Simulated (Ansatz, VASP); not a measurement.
## BeC in VASP and in Ansatz

```
Be C
1.0
     1.58475   -3.37613    0.00000
     1.58475    3.37613    0.00000
     0.00000    0.00000    2.46651
Be C
2 2
Cartesian
  1.5848 -2.2557 1.8499
  1.5848 2.2557 0.6166
  1.5848 -0.4577 1.8499
  1.5848 0.4577 0.6166
```

Alike in both runs: functional PBE; k mesh 6 × 6 × 6; occupations gaussian, width 0.1 eV; no spin polarisation.

Ansatz relaxed the structure, and its values are those at the end. VASP's run is a single point on that final structure, the one shown.

|  | VASP | Ansatz |
| --- | --- | --- |
| version | VASP 6.6.1 | Ansatz 0.2.0 |
| potentials or method | VASP PAW PBE potentials, release 64 (Be, C), cutoff 520 eV | scalar-relativistic, plane waves, PAW |
| valence electrons in the cell | 12 | 12 |

```tsv
	VASP	Ansatz	Ansatz less VASP
gap on the k mesh at the Fermi level (eV)	none	none	-
pressure (GPa)	0.4	0.1	-0.37
rms of the force components (eV/Å)	0.012	0.003	-0.0089
```

A gap of «none» marks a metal or a gap that the smearing closes. The functional is the same, so the differences come from potentials, cutoffs and numerics.

The k mesh is coarse, so the values compare programs but aren't converged.
